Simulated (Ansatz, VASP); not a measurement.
Sb3Pd: VASP beside Ansatz

The input INCAR:

```
SYSTEM = Sb3Pd
PREC = Accurate
ENCUT = 600
EDIFF = 1E-7
ISMEAR = 0
SIGMA = 0.1
LREAL = .FALSE.
LASPH = .TRUE.
NELM = 80
ALGO = Normal
ISIF = 3
LWAVE = .FALSE.
LCHARG = .FALSE.
GGA = PE
IBRION = 2
NSW = 90
EDIFFG = -0.04
```

Contents of KPOINTS:

```
Automatic mesh
0
G
  3 3 6
  0 0 0
```

Contents of POSCAR:

```
Sb3Pd
1.0
    8.3229693272      0.0000000000      0.0000000000
   -4.1614846636      7.2079028723      0.0000000000
    0.0000000000      0.0000000000      3.5017165366
Sb Pd
6 2
Direct
    0.8151222836      0.6302445673      0.2500000000
    0.1848777164      0.8151222836      0.7500000000
    0.3697554327      0.1848777164      0.2500000000
    0.1848777164      0.3697554327      0.7500000000
    0.8151222836      0.1848777164      0.2500000000
    0.6302445673      0.8151222836      0.7500000000
    0.3333333333      0.6666666667      0.2500000000
    0.6666666667      0.3333333333      0.7500000000
```

Input for Ansatz:

```yaml
crystal:
  lattice:
    - [8.3229693272, 0.0, 0.0]
    - [-4.1614846636, 7.2079028723, 0.0]
    - [0.0, 0.0, 3.5017165366]
  atoms:
    - { symbol: Sb, position: [0.8151222836, 0.6302445673, 0.25] }
    - { symbol: Sb, position: [0.1848777164, 0.8151222836, 0.75] }
    - { symbol: Sb, position: [0.3697554327, 0.1848777164, 0.25] }
    - { symbol: Sb, position: [0.1848777164, 0.3697554327, 0.75] }
    - { symbol: Sb, position: [0.8151222836, 0.1848777164, 0.25] }
    - { symbol: Sb, position: [0.6302445673, 0.8151222836, 0.75] }
    - { symbol: Pd, position: [0.3333333333, 0.6666666667, 0.25] }
    - { symbol: Pd, position: [0.6666666667, 0.3333333333, 0.75] }
basis:
  ecutwfc: 420
kpoints:
  mp_grid: { grid: [3, 3, 6] }
hamiltonian:
  xc: pbe
scf:
  occupations: { method: gaussian, width: 0.1 }
  lower_state_search: "off"
output:
  forces: true
  stress: true
  eigenvalues: true
relax:
  adjacent_minimum: "off"
  f_tol: 0.04
  max_steps: 70
  cell: { stress_tol: 0.4 }
```

Alike in both runs: task relaxation of cell and atoms; functional PBE; k mesh 3 × 3 × 6; occupations gaussian, width 0.1 eV; no spin polarisation.

```csv
,VASP,Ansatz
version,VASP 6.6.1,Ansatz 0.2.0
potentials or method,"VASP PAW PBE potentials, release 64 (Sb, Pd), cutoff 600 eV","scalar-relativistic, plane waves, PAW"
valence electrons in the cell,50,126
```

|  | VASP | Ansatz | Ansatz less VASP |
| --- | --- | --- | --- |
| gap on the k mesh at the Fermi level, each at its own relaxed structure (eV) | none | none | - |
| relaxed volume (Å³/atom) | 25.97 | 26.08 | +0.116 |
| relaxed cell length with the largest relative difference (Å) | 8.280 | 8.303 | +0.0226 |

A gap of «none» marks a metal or a gap that the smearing closes. VASP's potentials hold 50 valence electrons a cell and Ansatz's 126, so a difference there can come from the potentials and not from the codes.

Neither program's run includes spin-orbit coupling.
